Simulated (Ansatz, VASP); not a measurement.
Two plane-wave programs on WS4

The input INCAR:

```
ALGO     = Normal         # electronic algorithm
DIPOL    = 0.5 0.5 0.500
EDIFF    = 1E-7           # SCF threshold, eV
ENCUT    = 520            # plane-wave cutoff, eV
GGA      = PS             # functional
IDIPOL   = 3            
ISIF     = 2              # what is computed and relaxed
ISMEAR   = 0              # smearing method
LASPH    = T              # aspherical terms in the spheres
LCHARG   = T              # write CHGCAR
LDIPOL   = T            
LELF     = T              # ELF
LREAL    = F              # projectors in reciprocal space
LVACPOTAV= T            
LVHAR    = T            
LWAVE    = F              # write WAVECAR
NBANDS   = 27             # bands
NELM     = 100            # most SCF steps
PREC     = Accurate       # precision mode
SIGMA    = 0.05           # smearing width, eV
```

Contents of KPOINTS:

```
k-points
0
Gamma
  9 9 1
```

POSCAR

```
WS4
1.0
    3.1476068040      0.0000000000      0.0000000000
   -1.5738034020      2.7259074534      0.0000000000
    0.0000000000      0.0000000000     24.6075295395
S W
4 1
Direct
    0.6666666667      0.3333333333      0.3047847606
    0.3333333333      0.6666666667      0.4363324949
    0.3333333333      0.6666666667      0.5636675051
    0.0000000000      0.0000000000      0.6952152394
    0.6666666667      0.3333333333      0.5000072975
```

Input for Ansatz:

```yaml
crystal:
  lattice:
    - [3.147606804, 0.0, 0.0]
    - [-1.573803402, 2.7259074534, 0.0]
    - [0.0, 0.0, 24.6075295395]
  atoms:
    - { symbol: S, position: [0.6666666667, 0.3333333333, 0.3047847606] }
    - { symbol: S, position: [0.3333333333, 0.6666666667, 0.4363324949] }
    - { symbol: W, position: [0.6666666667, 0.3333333333, 0.5000072975] }
    - { symbol: S, position: [0.3333333333, 0.6666666667, 0.5636675051] }
    - { symbol: S, position: [0.0, 0.0, 0.6952152394] }
basis:
  ecutwfc: 420
kpoints:
  mp_grid: { grid: [9, 9, 1] }
hamiltonian:
  xc: pbesol
scf:
  occupations: { method: gaussian, width: 0.05 }
output:
  forces: true
  stress: true
  eigenvalues: true
efield:
  axis: 3
  dipole_correction: true
  ramp_width: 0.04
```

Alike in both runs: task single point; functional PBEsol; k mesh 9 × 9 × 1; occupations gaussian, width 0.05 eV; no spin polarisation.

```csv
,VASP,Ansatz
version,VASP 6.6.1,Ansatz 0.2.0
potentials or method,"VASP PAW PBE potentials, release 64 (S, W_sv), cutoff 520 eV","scalar-relativistic, plane waves, PAW"
valence electrons in the cell,38,38
```

|  | VASP | Ansatz | Ansatz less VASP |
| --- | --- | --- | --- |
| gap on the k mesh at the Fermi level (eV) | none | none | - |
| rms of the force components (eV/Å) | 0.024 | 0.022 | -0.0022 |
| work function, face that differs most (eV) | 7.10 | 7.09 | -0.005 |

VASP's potentials were made for PBE, not for PBEsol. A gap of «none» marks a metal or a gap that the smearing closes.

Spin-orbit coupling is off throughout.
